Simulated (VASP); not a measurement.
Wanted: the native input for a VASP 6.6.1 run.

```
Task                   : single point
Functional             : PBE
Potentials or basis    : VASP PAW PBE potentials, release 64 (Cr_pv, O)
Cutoff                 : 520 eV
k mesh                 : 4 × 4 × 6
Occupations            : gaussian, width 0.1 eV
Spin                   : collinear spin, ferromagnetic start
Starting moments       : [1.96, 1.96, 0.0, 0.0, 0.0, 0.0] μB
Dipole correction      : no
Further INCAR settings : ALGO = Normal; EDIFF = 1e-07; NBANDS = 37
```

The structure of CrO2 lies in POSCAR:

```
CrO2
1.0
    4.4448053922      0.0000000000      0.0000000000
    0.0000000000      4.4461083604      0.0000000000
    0.0000000000      0.0000000000      2.9204390726
Cr O
2 4
Direct
    0.5000000000      0.5000000000      0.5000000000
    0.0000000000      0.0000000000      0.0000000000
    0.8035211209      0.1963075963      0.5000000000
    0.1964788791      0.8036924037      0.5000000000
    0.6964788791      0.6963075963      0.0000000000
    0.3035211209      0.3036924037      0.0000000000
```

One way to write it, as run:

INCAR

```
SYSTEM = CrO2
PREC = Accurate
ENCUT = 520
EDIFF = 1E-7
ISMEAR = 0
SIGMA = 0.1
LREAL = .False.
LASPH = .True.
NELM = 150
ALGO = Normal
ISIF = 2
LWAVE = .False.
LCHARG = .False.
ISPIN = 2
MAGMOM = 1.96 1.96 0 0 0 0
LORBIT = 11
LMAXMIX = 4
GGA = PE
NBANDS = 37
```

KPOINTS

```
Automatic mesh
0
Gamma
  4 4 6
  0 0 0
```

Potentials or basis: VASP PAW PBE potentials, release 64 (Cr_pv, O).

Command:

```console
$ cat potpaw_PBE.64/Cr_pv/POTCAR potpaw_PBE.64/O/POTCAR > POTCAR
$ mpirun -np 1 vasp_std > vasp.out
```

It gave:

- Pressure: 0.6 GPa
- Largest force: 0.021 eV/Å
- Band gap on the k mesh: zero (filled and empty bands overlap)
- Net moment: 4.00 μB per cell
- Site moments: Cr +2.10; O -0.08 μB
- Valence electrons inside the program's atomic spheres: Cr 10.83; O 5.03

Caveat: semilocal functionals often make such compounds metallic where correlation or magnetic order opens a gap, which also shifts bond lengths; the run started ferromagnetic, and an antiferromagnetic order may lie lower in energy.

Run time: 95 s on 1 thread of Intel(R) Xeon(R) Platinum 8488C (Sapphire Rapids), on a shared host, peak memory 0.26 GiB.
